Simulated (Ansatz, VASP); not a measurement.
# One calculation of Re, two programs

```xyz
2
Lattice="2.7608 0.0000 0.0000 -1.3804 2.3909 0.0000 0.0000 0.0000 4.4582" Properties=species:S:1:pos:R:3 pbc="T T T"
Re    1.3804    0.7970    3.3436
Re    0.0000    1.5939    1.1145
```

Alike in both runs: functional PBEsol; k mesh 6 × 6 × 4; occupations fermi-dirac, width 0.05 eV; no spin polarisation.

|  | VASP | Ansatz |
| --- | --- | --- |
| version | VASP 6.6.1 | Ansatz 0.2.0 |
| potentials or method | VASP PAW PBE potentials, release 64 (Re) | Ansatz PAW |
| plane-wave cutoff (eV) | 520 | 420 |
| valence electrons in the cell | 14 | 30 |
| task | single point | band structure |

Ansatz gave:

```
gap on the k mesh at the Fermi level (eV)                     : none
pressure (GPa)                                                : -3.7
traceless stress, the component that is largest in VASP (GPa) : 0.99
```

**Question.** Which values does VASP return?

**Answer.** gap on the k mesh at the Fermi level (eV): none; pressure (GPa): -3.8; traceless stress, the component that is largest in VASP (GPa): 0.88.

VASP's potentials were made for PBE, not for PBEsol. A gap of «none» marks a metal or a gap that the smearing closes. VASP's potentials hold 14 valence electrons a cell and Ansatz's 30, so a difference there can come from the potentials and not from the codes.

The k mesh is coarse, so the values compare programs but aren't converged. Spin-orbit coupling is off throughout.
